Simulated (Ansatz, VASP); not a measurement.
# Nb: VASP beside Ansatz

```xyz
1
Lattice="-1.6603 1.6603 1.6603 1.6603 -1.6603 1.6603 1.6603 1.6603 -1.6603" Properties=species:S:1:pos:R:3 pbc="T T T"
Nb    0.0000    0.0000    0.0000
```

Alike in both runs: task single point; functional revPBE; k mesh 22 × 22 × 22; occupations fermi-dirac, width 0.05 eV; collinear spin.

```csv
,VASP,Ansatz
version,VASP 6.6.1,Ansatz 0.2.0
potentials or method,"VASP PAW PBE potentials, release 64 (Nb_sv), cutoff 520 eV","plane waves (420 eV) with PAW, scalar-relativistic"
valence electrons in the cell,13,13
```

|  | VASP | Ansatz | Ansatz less VASP |
| --- | --- | --- | --- |
| pressure (GPa) | 0.2 | 0.5 | +0.33 |
| net moment per atom (μB) | 0.00 | 0.00 | 0.000 |

VASP's potentials were made for PBE, not for revPBE. Ansatz's warnings: seeded moment not kept.
